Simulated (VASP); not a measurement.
A run of VASP 6.6.1:

File POSCAR:

```
CdTe
1.0
    0.0000000000      3.2792746467      3.2792746467
    3.2792746467      0.0000000000      3.2792746467
    3.2792746467      3.2792746467      0.0000000000
Cd Te
1 1
Direct
    0.0000000000      0.0000000000      0.0000000000
    0.7500000000      0.7500000000      0.7500000000
```

Contents of INCAR.step1:

```
SYSTEM = CdTe
PREC     = Accurate       ! precision mode
ENCUT    = 550            ! plane-wave cutoff, eV
ISMEAR   = 0              ! smearing method
SIGMA    = 0.02           ! smearing width, eV
LREAL    = .FALSE.        ! projectors in reciprocal space
LASPH    = .TRUE.         ! aspherical terms in the spheres
NELM     = 120            ! most SCF steps
NBANDS   = 16             ! bands
GGA      = PE             ! functional
ALGO     = Normal         ! electronic algorithm
EDIFF    = 1E-5           ! SCF threshold, eV
LWAVE    = .TRUE.         ! write WAVECAR
LCHARG   = .FALSE.        ! write CHGCAR
GGA_COMPAT= .FALSE.
```

INCAR.step2

```
SYSTEM = CdTe
PREC     = Accurate       ! precision mode
ENCUT    = 550            ! plane-wave cutoff, eV
EDIFF    = 1E-6           ! SCF threshold, eV
ISMEAR   = 0              ! smearing method
SIGMA    = 0.02           ! smearing width, eV
LREAL    = .FALSE.        ! projectors in reciprocal space
LASPH    = .TRUE.         ! aspherical terms in the spheres
NELM     = 120            ! most SCF steps
ALGO     = Normal         ! electronic algorithm
ISIF     = 2              ! what is computed and relaxed
LWAVE    = .FALSE.        ! write WAVECAR
LCHARG   = .FALSE.        ! write CHGCAR
METAGGA  = R2SCAN         ! meta-GGA
LMIXTAU  = .TRUE.       
NBANDS   = 16             ! bands
ISTART   = 1            
GGA_COMPAT= .FALSE.
```

The input KPOINTS:

```
regular mesh
0
G
  8 8 8
  0 0 0
```

Potentials or basis: VASP PAW PBE potentials, release 64 (Cd, Te).

Run with:

```sh
$ cat potpaw_PBE.64/Cd/POTCAR potpaw_PBE.64/Te/POTCAR > POTCAR
$ cp INCAR.step1 INCAR
$ mpirun -np 1 vasp_std > vasp.out
$ cp INCAR.step2 INCAR
$ mpirun -np 1 vasp_std > vasp.out
```

Hardware: 1 thread of Intel(R) Xeon(R) Platinum 8259CL CPU @ 2.50GHz (Skylake/Cascade Lake), on a shared host.

How long does it take, and how much memory?

It took 110 s on 1 thread of Intel(R) Xeon(R) Platinum 8259CL CPU @ 2.50GHz (Skylake/Cascade Lake), on a shared host, peak memory 0.23 GiB. Counts: k points 29.
